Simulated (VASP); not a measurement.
A run of VASP 6.6.1 is set up as follows.

The input INCAR:

```
ALGO = Normal
EDIFF = 1E-6
ENCUT = 400
GGA = PE
GGA_COMPAT = False
ISIF = 2
ISMEAR = -1
ISYM = -1
LASPH = True
LCHARG = False
LREAL = Auto
LWAVE = False
NBANDS = 54
NELM = 120
PREC = Accurate
SIGMA = 0.05
```

Contents of KPOINTS:

```
explicit points
1
Reciprocal
  0.25000000   0.25000000   0.25000000 1
```

Contents of POSCAR:

```
Al
1.0
    7.8492690000      0.0253920000      0.3068690000
    0.0253920000      7.8462400000      0.0076520000
    0.3068690000      0.0076520000      7.3433480000
Al
24
Direct
    0.7294019016      0.8933054571      0.1289881120
    0.0388834274      0.5882441973      0.5804392815
    0.7044560153      0.4398798285      0.5436157086
    0.6995970359      0.8220999010      0.4888532654
    0.8135614550      0.1525121581      0.3366508283
    0.8921328543      0.9506596204      0.7746240047
    0.1617710054      0.2247032922      0.2143689859
    0.4980497539      0.1381374273      0.0588228888
    0.9119573568      0.5862417892      0.2286726212
    0.8145721656      0.2661054762      0.9631406295
    0.9855500575      0.2522946909      0.6305824919
    0.3621597235      0.7517708638      0.5997671440
    0.0772008023      0.9031857056      0.0927739350
    0.4561130160      0.7969573074      0.9504801812
    0.4176934018      0.0587257321      0.4009071168
    0.2541386156      0.0614748112      0.7821209524
    0.5975987111      0.1092497708      0.6689561086
    0.4898194824      0.4521194299      0.8529727813
    0.5855833941      0.5254018692      0.2005625001
    0.7981832004      0.6208171381      0.8792825598
    0.1172591404      0.4327243741      0.9115607211
    0.3502296021      0.4170712169      0.5072013424
    0.1089860668      0.9107499377      0.4536114176
    0.2478073605      0.5916091988      0.2022890117
```

Potentials or basis: VASP PAW PBE potentials, release 64 (Al).

Launch:

```console
$ cat potpaw_PBE.64/Al/POTCAR > POTCAR
$ mpirun -np 1 vasp_std > vasp.out
```

(1) Estimate the largest force.

(2) What does it give for the pressure?

Answers

(1) 1.075 eV/Å.

(2) -2.6 GPa.

Caveat: the atoms stand as in a frame of molecular dynamics.
